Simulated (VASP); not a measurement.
# In (C2/m) in VASP: further runs

In is run at these levels: LDA; tasks: single point.

Program: VASP 6.6.1. These are calculated values, not measurements. Logs are shortened: lines on timing, memory, paths and dates and some standing lists are left out, and cuts for length are marked.

### Step 1. The cell of the first run

The structure is monoclinic, space group C2/m (No. 12). The conventional cell has a = 4.354 Å, b = 4.568 Å, c = 3.271 Å, α = 90.00°, β = 130.83°, γ = 90.00°. In (site symmetry 2/m) has 12 In at 3.16 to 3.37 Å within 4.2 Å.

### Step 2. Single point, LDA

The input, INCAR:

```
PREC = Accurate ; ENCUT = 520
EDIFF = 1E-6 ; ISMEAR = -1
SIGMA = 0.1 ; LREAL = False
LASPH = True ; NELM = 100
ALGO = Normal ; ISIF = 2
LWAVE = False ; LCHARG = True
GGA = CA ; LELF = True
LVHAR = True ; NBANDS = 12
```

The input, KPOINTS:

```
Automatic mesh
0
Gamma
  9 9 12
```

The input, POSCAR:

```
In
1.0
   -1.6019898026      1.6281983263      2.4755659685
    1.6281983263     -1.6019898026      2.4755659685
    1.5260503434      1.5260503434     -2.4583443292
In
1
Direct
    0.0000000000      0.0000000000      0.0000000000
```

Potentials or basis: VASP PAW LDA potentials, release 64 (In_d).

The run is started by

```console
cat potpaw_LDA.64/In_d/POTCAR > POTCAR
mpirun -np 1 vasp_std > vasp.out
```

OUTCAR:

```text
PREC = Accurate
   ENCUT = 520
   EDIFF = 1E-6
   ISMEAR = -1
   LREAL = False
   LASPH = True
   NELM = 100
   ISIF = 2
   GGA = CA

 ion  position               nearest neighbor table
   1  0.000  0.000  0.000-

  Warning from LATTYP: Got some problem with cell dimensions!
  Tried to take original basis but could not verify dimensions!
  LATTYP: Found a base centered monoclinic cell.
 ALAT       =     4.3535228873
 B/A-ratio  =     1.0493055806
 C/A-ratio  =     0.7514043533
 COS(beta)  =    -0.6537684941

  Lattice vectors:

 A1 = (   0.0759394592,  -3.1542486697,  -0.0172216393)
 A2 = (  -3.1542486697,   0.0759394592,  -0.0172216393)
 A3 = (   1.5260503434,   1.5260503434,  -2.4583443292)

Analysis of symmetry for initial positions (statically):
=====================================================================
 Subroutine PRICEL returns:
 Original cell was already a primitive cell.

 Routine SETGRP: Setting up the symmetry group for a
 base centered monoclinic supercell.

 Subroutine GETGRP returns: Found  4 space group operations
 (whereof  4 operations were pure point group operations)
 out of a pool of  4 trial point group operations.

The static configuration has the point symmetry C_2h.

Analysis of symmetry for dynamics (positions and initial velocities):
=====================================================================
 Subroutine PRICEL returns:
 Original cell was already a primitive cell.

 Routine SETGRP: Setting up the symmetry group for a
 base centered monoclinic supercell.

 Subroutine GETGRP returns: Found  4 space group operations
 (whereof  4 operations were pure point group operations)
 out of a pool of  4 trial point group operations.

The dynamic configuration has the point symmetry C_2h.

 Subroutine INISYM returns: Found  4 space group operations
 (whereof  4 operations are pure point group operations),
 and found     1 'primitive' translations

----------------------------------------------------------------------------------------

                                     Primitive cell

  volume of cell :      24.6144

  direct lattice vectors                    reciprocal lattice vectors
    -1.601989803  1.628198326  2.475565969     0.006516690  0.316096182  0.200266284
     1.628198326 -1.601989803  2.475565969     0.316096182  0.006516690  0.200266284
     1.526050343  1.526050343 -2.458344329     0.324872897  0.324872897 -0.003439391

  length of vectors
     3.368356867  3.368356867  3.271256050     0.374253721  0.374253721  0.459452531

  position of ions in fractional coordinates (direct lattice)
     0.000000000  0.000000000  0.000000000

  ion indices of the primitive-cell ions
   primitive index   ion index
                 1           1

----------------------------------------------------------------------------------------

 KPOINTS: Automatic mesh

Automatic generation of k-mesh.
 Grid dimensions read from file:
 generate k-points for:    9    9   12

 Generating k-lattice:

  Cartesian coordinates                     Fractional coordinates (reciprocal lattice)
     0.000724077  0.035121798  0.022251809     0.111111111  0.000000000  0.000000000
     0.035121798  0.000724077  0.022251809     0.000000000  0.111111111  0.000000000
     0.027072741  0.027072741 -0.000286616    -0.000000000 -0.000000000  0.083333333

  Length of vectors
     0.041583747  0.041583747  0.038287711

  Shift w.r.t. Gamma in fractional coordinates (k-lattice)
     0.000000000  0.000000000  0.000000000

 Subroutine IBZKPT returns following result:
 ===========================================

 Found    275 irreducible k-points:

 Following reciprocal coordinates:
            Coordinates               Weight
  0.000000  0.000000  0.000000      1.000000
  0.111111  0.000000  0.000000      4.000000
  0.222222  0.000000 -0.000000      4.000000
  0.333333  0.000000 -0.000000      4.000000
  0.444444  0.000000 -0.000000      4.000000
  0.111111  0.111111 -0.000000      2.000000
[... 16 lines left out ...]
 -0.333333  0.333333  0.000000      2.000000
  0.444444  0.444444 -0.000000      2.000000
 [... further k-points ...]
   k-points           NKPTS =    275   k-points in BZ     NKDIM =    275   number of bands    NBANDS=     12
   number of dos      NEDOS =    301   number of ions     NIONS =      1
   total plane-waves  NPLWV =  18816
   dimension x,y,z NGX =    28 NGY =   28 NGZ =   24
   dimension x,y,z NGXF=    56 NGYF=   56 NGZF=   48
   ions per type =               1
   NGX,Y,Z   is equivalent  to a cutoff of  13.82, 13.82, 12.20 a.u.
   NGXF,Y,Z  is equivalent  to a cutoff of  27.64, 27.64, 24.39 a.u.
 SYSTEM =  unknown system
   PREC   = accura    normal or accurate (medium, high low for compatibility)
   ISTART =      0    job   : 0-new  1-cont  2-samecut
   ICHARG =      2    charge: 1-file 2-atom 10-const
   ISPIN  =      1    spin polarized calculation?
   LNONCOLLINEAR =      F non collinear calculations
   LSORBIT =      F    spin-orbit coupling
   LASPH  =      T    aspherical Exc in radial PAW
   ENCUT  =  520.0 eV  38.22 Ry    6.18 a.u.   6.26  6.26  6.08*2*pi/ulx,y,z
   NELM   =    100;   NELMIN=  2; NELMDL= -5     # of ELM steps
   EDIFF  = 0.1E-05   stopping-criterion for ELM
   LREAL  =      F    real-space projection
   EDIFFG = 0.1E-04   stopping-criterion for IOM
   NSW    =      0    number of steps for IOM
   IBRION =     -1    ionic relax: 0-MD 1-quasi-New 2-CG
   NFREE  =      0    steps in history (QN), initial steepest desc. (CG)
   ISIF   =      2    stress and relaxation
   ISYM   =      2    0-nonsym 1-usesym 2-fastsym
   POTIM  = 0.5000    time-step for ionic-motion
   TEBEG  =    0.0;   TEEND  =   0.0 temperature during run
   PSTRESS=    0.0 pullay stress
   NELECT =      13.0000    total number of electrons
   NUPDOWN=      -1.0000    fix difference up-down
   EMIN   =  10.00;   EMAX   =-10.00  energy-range for DOS
   EFERMI =   0.00;   METHOD = LEGACY
   ISMEAR =    -1;   SIGMA  =   0.10  broadening in eV -4-tet -1-fermi 0-gaus
   EFERMI_NEDOS =   21; number of points for ismear=-14 and -15
   IALGO  =     38    algorithm
   IMIX   =      4    mixing-type and parameters
     AMIX     =   0.40;   BMIX     =  1.00
     AMIX_MAG =   1.60;   BMIX_MAG =  1.00
  volume/ion in A,a.u.               =      24.61       166.11
  Fermi-wavevector in a.u.,A,eV,Ry     =   1.323304  2.500682 23.825622  1.751134
  Thomas-Fermi vector in A             =   2.452922
   LORBIT       =      0    0 simple, 1 ext, 2 COOP (PROOUT), +10 PAW based schemes
   GGA     = CA    functional components
   LHFCALC =     F    Hartree Fock is set to
   AEXX    =    0.0000 exact exchange contribution
   IVDW    =     0    specifies the selected vdW correction
   LEPSILON=     F    determine dielectric tensor
   LRPA    =     F    only Hartree local field effects (RPA)
 non-spin polarized calculation
  energy-cutoff  :      520.00
  volume of cell :       24.61
 maximum number of plane-waves:       674
 NGX is ok and might be reduce to    28
   NGX = 13   NGY = 13   NGZ = 13

 number of electron      12.9999997 magnetization

 Free energy of the ion-electron system (eV)
  ---------------------------------------------------
  ext. energy  EPLUGINS =         0.00000000
  ---------------------------------------------------
  free energy    TOTEN  =        -3.21523249 eV

  energy without entropy =       -3.19994228  energy(sigma->0) =       -3.20758739

 E-fermi :   7.9073     XC(G=0): -10.8195

 val. band max:        7.8956453607   @ k =   0.4444   0.3333   0.1667
 cond. band min:       7.9380591443   @ k =  -0.2222   0.2222   0.3333
 fundamental gap:      0.0424137836
 Fermi energy:         7.9072507233

 k-point     1 :       0.0000    0.0000    0.0000
  band No.  band energies     occupation
      1      -6.8122      2.00000
      2      -6.6648      2.00000
      3      -6.5976      2.00000
      4      -6.5840      2.00000
      5      -6.4032      2.00000
      6      -2.0651      2.00000
      7      18.7581      0.00000
      8      18.9487      0.00000
      9      19.2806      0.00000
     10      19.8715      0.00000
     11      22.3960      0.00000
     12      22.6312      0.00000

 k-point     2 :       0.1111    0.0000    0.0000
  band No.  band energies     occupation
      1      -6.7887      2.00000
      2      -6.6639      2.00000
      3      -6.5901      2.00000
      4      -6.5683      2.00000
      5      -6.4138      2.00000
      6      -1.7822      2.00000
      7      16.0060      0.00000
      8      18.4489      0.00000
      9      18.6838      0.00000
     10      19.8046      0.00000
     11      21.7793      0.00000
     12      23.2856      0.00000

 k-point     3 :       0.2222    0.0000   -0.0000
  band No.  band energies     occupation
      1      -6.7590      2.00000
      2      -6.6916      2.00000
      3      -6.5702      2.00000
      4      -6.4928      2.00000
      5      -6.4221      2.00000
      6      -0.9185      2.00000
      7      12.0846      0.00000
      8      17.2081      0.00000
      9      18.1671      0.00000
     10      19.8867      0.00000
     11      20.6322      0.00000
     12      23.3284      0.00000

 k-point     4 :       0.3333    0.0000   -0.0000
  band No.  band energies     occupation
      1      -6.7626      2.00000
      2      -6.7372      2.00000
      3      -6.5809      2.00000
      4      -6.3864      2.00000
      5      -6.3722      2.00000
      6       0.5442      2.00000
      7       8.4668      0.00741
      8      16.1224      0.00000
      9      17.8044      0.00000
     10      19.9081      0.00000
     11      19.9103      0.00000
     12      22.1919      0.00000

 k-point     5 :       0.4444    0.0000   -0.0000
  band No.  band energies     occupation
      1      -6.7858      2.00000
      2      -6.7594      2.00000
      3      -6.6018      2.00000
      4      -6.3463      2.00000
      5      -6.2844      2.00000
      6       2.5747      2.00000
      7       5.3387      2.00000
      8      15.5153      0.00000
      9      17.6213      0.00000
     10      19.5815      0.00000
     11      19.8774      0.00000
     12      21.5782      0.00000
[... 228 lines left out ...]
      1      -6.8509      2.00000
      2      -6.7242      2.00000
      3      -6.4259      2.00000
      4      -6.4042      2.00000
      5      -6.2708      2.00000
      6       4.9082      2.00000
      7       7.1603      1.99886
      8       9.0200      0.00003
      9      13.0342      0.00000
     10      16.6744      0.00000
     11      20.8911      0.00000
     12      25.2001      0.00000

 k-point    22 :      -0.4444    0.3333    0.0000
  band No.  band energies     occupation
      1      -6.8807      2.00000
      2      -6.7755      2.00000
      3      -6.4057      2.00000
      4      -6.3661      2.00000
      5      -6.2614      2.00000
      6       2.9516      2.00000
      7       9.4456      0.00000
      8      10.9112      0.00000
      9      12.9121      0.00000
     10      16.3706      0.00000
     11      17.7805      0.00000
     12      25.9442      0.00000

 k-point    23 :      -0.3333    0.3333    0.0000
  band No.  band energies     occupation
      1      -6.8688      2.00000
      2      -6.7413      2.00000
      3      -6.4076      2.00000
      4      -6.3809      2.00000
      5      -6.3439      2.00000
      6       1.4772      2.00000
      7      11.7180      0.00000
      8      12.7055      0.00000
      9      13.4596      0.00000
     10      16.1311      0.00000
     11      16.5418      0.00000
     12      26.6514      0.00000

 k-point    24 :       0.4444    0.4444   -0.0000
  band No.  band energies     occupation
      1      -6.9099      2.00000
      2      -6.8248      2.00000
      3      -6.3553      2.00000
      4      -6.3494      2.00000
      5      -6.2006      2.00000
      6       5.8710      2.00000
      7       6.1921      2.00000
      8      10.1375      0.00000
      9      12.4525      0.00000
     10      16.1322      0.00000
     11      17.5076      0.00000
     12      27.3718      0.00000

 [... further k-points ...]

------------------------ aborting loop because EDIFF is reached ----------------------------------------

  FORCE on cell =-STRESS in cart. coord.  units (eV):
  Direction    XX          YY          ZZ          XY          YZ          ZX
  --------------------------------------------------------------------------------------
  -------------------------------------------------------------------------------------
  Total        0.0667460      0.0667460     -0.0607672      0.0089234     -0.0045611     -0.0045611
  in kB        4.3445736      4.3445736     -3.9554042      0.5808355     -0.2968887     -0.2968863
  external PRESSURE =       1.5779143 kB  Pullay stress =       0.0000000 kB

 VOLUME and BASIS-vectors are now :
 -----------------------------------------------------------------------------
  energy-cutoff  :      520.00
  volume of cell :       24.61
      direct lattice vectors                 reciprocal lattice vectors
    -1.601989803  1.628198326  2.475565969     0.006516690  0.316096182  0.200266284
     1.628198326 -1.601989803  2.475565969     0.316096182  0.006516690  0.200266284
     1.526050343  1.526050343 -2.458344329     0.324872897  0.324872897 -0.003439391

 POSITION                                       TOTAL-FORCE (eV/Angst)
 -----------------------------------------------------------------------------------
      0.00000      0.00000      0.00000         0.000000      0.000000      0.000000
 -----------------------------------------------------------------------------------
    total drift:                                0.000000     -0.000000     -0.000000

  FREE ENERGIE OF THE ION-ELECTRON SYSTEM (eV)
  ---------------------------------------------------
  free  energy   TOTEN  =        -3.2152324927 eV

  energy  without entropy=       -3.1999422810  energy(sigma->0) =       -3.20758739
```

Wall time 53 s (1 thread of Intel Xeon Platinum 8259CL at 2.50GHz (Skylake/Cascade Lake), shared host); peak memory 0.2 GiB.

Results:

```yaml
Free_energy: -3.2152 eV
Pressure: 0.2 GPa
```

Levels at points of the mesh, in eV from the Fermi level:
```csv
k point,band 4,band 5,band 6,band 7,band 8,band 9
"(0.00, 0.00, 0.00)",-14.49,-14.31,-9.97,10.85,11.04,11.37
"(0.00, 0.00, 0.50)",-14.21,-14.09,-1.69,-0.89,3.12,3.62
```

Caveat: spin-orbit coupling is left out, which moves the levels of the heavy elements.

### Step 3. Single point, LDA

The input, INCAR:

```
SYSTEM = In
ALGO = Normal
EDIFF = 1E-6
ENCUT = 520
ISIF = 2
ISMEAR = -1
LASPH = .True.
LCHARG = .True.
LELF = .True.
LREAL = .False.
LVHAR = .True.
LWAVE = .False.
NBANDS = 12
NELM = 100
PREC = Accurate
SIGMA = 0.1
```

The input, KPOINTS:

```
k-points
0
Gamma
  12 12 14
  0 0 0
```

POSCAR is that of step 2.

Potentials or basis: VASP PAW LDA potentials, release 64 (In_d).

The run is started by

```console
cat potpaw_LDA.64/In_d/POTCAR > POTCAR
mpirun -np 1 vasp_std > vasp.out
```

It took 1.7 min on 1 thread of Intel Xeon Platinum 8259CL at 2.50GHz (Skylake/Cascade Lake), shared host; peak memory 0.26 GiB.

The run converged. Its results:

```yaml
Free_energy: -3.2254 eV
Pressure: 0.0 GPa
```

Levels at points of the mesh, in eV from the Fermi level:
| k point | band 2 | band 3 | band 4 | band 5 | band 6 | band 7 | band 8 | band 9 | band 10 | band 11 |
| --- | --- | --- | --- | --- | --- | --- | --- | --- | --- | --- |
| (0.00, 0.00, 0.00) | -14.59 | -14.52 | -14.51 | -14.33 | -9.99 | 10.84 | 11.03 | 11.36 | 11.95 | 14.47 |
| (0.50, 0.00, 0.00) | -14.68 | -14.53 | -14.26 | -14.19 | -4.44 | -3.63 | 7.51 | 9.68 | 11.62 | 11.95 |
| (0.50, 0.50, 0.00) | -14.78 | -14.26 | -14.25 | -14.10 | -2.29 | -1.80 | 3.66 | 4.52 | 7.60 | 8.09 |
| (0.00, 0.00, 0.50) | -14.79 | -14.25 | -14.22 | -14.11 | -1.70 | -0.91 | 3.10 | 3.61 | 6.88 | 7.31 |
| (0.50, 0.00, 0.50) | -14.69 | -14.53 | -14.26 | -14.19 | -4.27 | -3.57 | 7.21 | 9.66 | 11.30 | 11.75 |
| (0.50, 0.50, 0.50) | -14.77 | -14.23 | -14.22 | -14.18 | -3.28 | -3.06 | 5.07 | 5.31 | 8.90 | 9.05 |

Caveat: spin-orbit coupling is left out, which moves the levels of the heavy elements.

### Step 4. Single point, LDA

The input, INCAR:

```
PREC = Accurate
ENCUT = 520
EDIFF = 1E-6
ISMEAR = -1
SIGMA = 0.1
LREAL = F
LASPH = T
NELM = 80
ALGO = Normal
ISIF = 2
LWAVE = F
LCHARG = T
GGA = CA
LELF = T
LVHAR = T
NBANDS = 12
```

The input, KPOINTS:

```
Automatic mesh
0
Gamma
  12 12 14
```

POSCAR is that of step 3.

The run is started by

```console
cat potpaw_LDA.64/In_d/POTCAR > POTCAR
mpirun -np 1 vasp_std > vasp.out
```

Run time: 96 s. Hardware: 1 thread of Intel Xeon Platinum 8259CL at 2.50GHz (Skylake/Cascade Lake), shared host; peak memory 0.26 GiB.

The run converged. Its results:

```yaml
Free_energy: -3.2254 eV
Pressure: 0.0 GPa
```

Levels at points of the mesh, in eV from the Fermi level:
```csv
k point,band 4,band 5,band 6,band 7,band 8,band 9
"(0.00, 0.00, 0.00)",-14.51,-14.33,-9.99,10.84,11.03,11.36
"(0.50, 0.00, 0.00)",-14.26,-14.19,-4.44,-3.63,7.51,9.68
"(0.50, 0.50, 0.00)",-14.25,-14.10,-2.29,-1.80,3.66,4.52
"(0.00, 0.00, 0.50)",-14.22,-14.11,-1.70,-0.91,3.10,3.61
"(0.50, 0.00, 0.50)",-14.26,-14.19,-4.27,-3.57,7.21,9.66
"(0.50, 0.50, 0.50)",-14.22,-14.18,-3.28,-3.06,5.07,5.31
```

Caveat: spin-orbit coupling is left out, which moves the levels of the heavy elements.

### Step 5. Single point, LDA

The input, INCAR:

```
SYSTEM = In
PREC     = Accurate       ! precision mode
ENCUT    = 520            ! plane-wave cutoff, eV
EDIFF    = 1E-7           ! SCF threshold, eV
ISMEAR   = -1             ! smearing method
SIGMA    = 0.1            ! smearing width, eV
LREAL    = .False.        ! projectors in reciprocal space
LASPH    = .True.         ! aspherical terms in the spheres
NELM     = 100            ! most SCF steps
ALGO     = Normal         ! electronic algorithm
ISIF     = 2              ! what is computed and relaxed
LWAVE    = .False.        ! write WAVECAR
LCHARG   = .False.        ! write CHGCAR
GGA      = CA             ! functional
NBANDS   = 12             ! bands
```

The input, KPOINTS:

```
Automatic mesh
0
Gamma
  12 12 14
  0 0 0
```

POSCAR is that of step 4.

The run is started by

```console
cat potpaw_LDA.64/In_d/POTCAR > POTCAR
mpirun -np 1 vasp_std > vasp.out
```

Wall time 1.7 min (1 thread of Intel Xeon Platinum 8259CL at 2.50GHz (Skylake/Cascade Lake), shared host); peak memory 0.26 GiB.

The run converged. Its results:

```yaml
Free_energy: -3.2254 eV
Pressure: 0.0 GPa
```

Levels at points of the mesh, in eV from the Fermi level:
| k point | band 4 | band 5 | band 6 | band 7 | band 8 | band 9 |
| --- | --- | --- | --- | --- | --- | --- |
| (0.00, 0.00, 0.00) | -14.51 | -14.33 | -9.99 | 10.84 | 11.03 | 11.36 |
| (0.50, 0.00, 0.00) | -14.26 | -14.19 | -4.44 | -3.63 | 7.51 | 9.68 |
| (0.50, 0.50, 0.00) | -14.25 | -14.09 | -2.29 | -1.80 | 3.66 | 4.52 |
| (0.00, 0.00, 0.50) | -14.22 | -14.11 | -1.70 | -0.91 | 3.10 | 3.61 |
| (0.50, 0.00, 0.50) | -14.26 | -14.19 | -4.27 | -3.57 | 7.21 | 9.66 |
| (0.50, 0.50, 0.50) | -14.22 | -14.18 | -3.28 | -3.06 | 5.07 | 5.31 |

Caveat: spin-orbit coupling is left out, which moves the levels of the heavy elements.

[end of part 1 of 2]
